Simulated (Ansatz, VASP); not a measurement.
**Two plane-wave programs on Mn**

```
CELL_PARAMETERS angstrom
-1.54050 1.54050 1.54050
1.54050 -1.54050 1.54050
1.54050 1.54050 -1.54050
ATOMIC_POSITIONS crystal
Mn 0.00000 0.00000 0.00000
```

Alike in both runs: task single point; functional PBE; k mesh 8 × 8 × 8; occupations gaussian, width 0.1 eV; collinear spin.

|  | VASP | Ansatz |
| --- | --- | --- |
| version | VASP 6.6.1 | Ansatz 0.2.0 |
| potentials or method | VASP PAW PBE potentials, release 64 (Mn_pv), cutoff 500 eV | scalar-relativistic, plane waves, PAW |
| valence electrons in the cell | 13 | 15 |

```csv
,VASP,Ansatz,Ansatz less VASP
gap on the k mesh at the Fermi level (eV),none,none,-
pressure (GPa),-18.4,-18.8,-0.42
net moment per atom (μB),2.63,2.60,-0.033
size of the moment on the site where the two differ most (μB),2.58,2.56,-0.026
```

Site moments also hang on the region over which each program counts them. A gap of «none» marks a metal or a gap that the smearing closes. VASP's potentials hold 13 valence electrons a cell and Ansatz's 15, so a difference there can come from the potentials and not from the codes.

The k mesh is coarse, so the values compare programs but aren't converged.
